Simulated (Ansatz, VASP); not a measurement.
## Two plane-wave programs on GaAs

```
CELL_PARAMETERS angstrom
0.00000 2.87299 2.87299
2.87299 0.00000 2.87299
2.87299 2.87299 0.00000
ATOMIC_POSITIONS crystal
Ga 0.00000 0.00000 0.00000
As 0.25000 0.25000 0.25000
```

Alike in both runs: functional PBE; k mesh 10 × 10 × 10; occupations gaussian, width 0.05 eV; no spin polarisation.

Ansatz relaxed the structure, and its values are those at the end. VASP's run is a single point on that final structure, the one shown.

|  | VASP | Ansatz |
| --- | --- | --- |
| version | VASP 6.6.1 | Ansatz 0.2.0 |
| potentials or method | VASP PAW PBE potentials, release 64 (Ga_d, As), cutoff 520 eV | scalar-relativistic, plane waves, PAW |
| valence electrons in the cell | 18 | 28 |

```csv
,VASP,Ansatz,Ansatz less VASP
gap on the k mesh at the Fermi level (eV),0.16,0.16,-0.003
least direct gap on the mesh (eV),0.16,0.16,-0.003
pressure (GPa),0.1,0.0,-0.15
```

The functional is the same, so the differences come from potentials, cutoffs and numerics. VASP's potentials hold 18 valence electrons a cell and Ansatz's 28, so a difference there can come from the potentials and not from the codes.
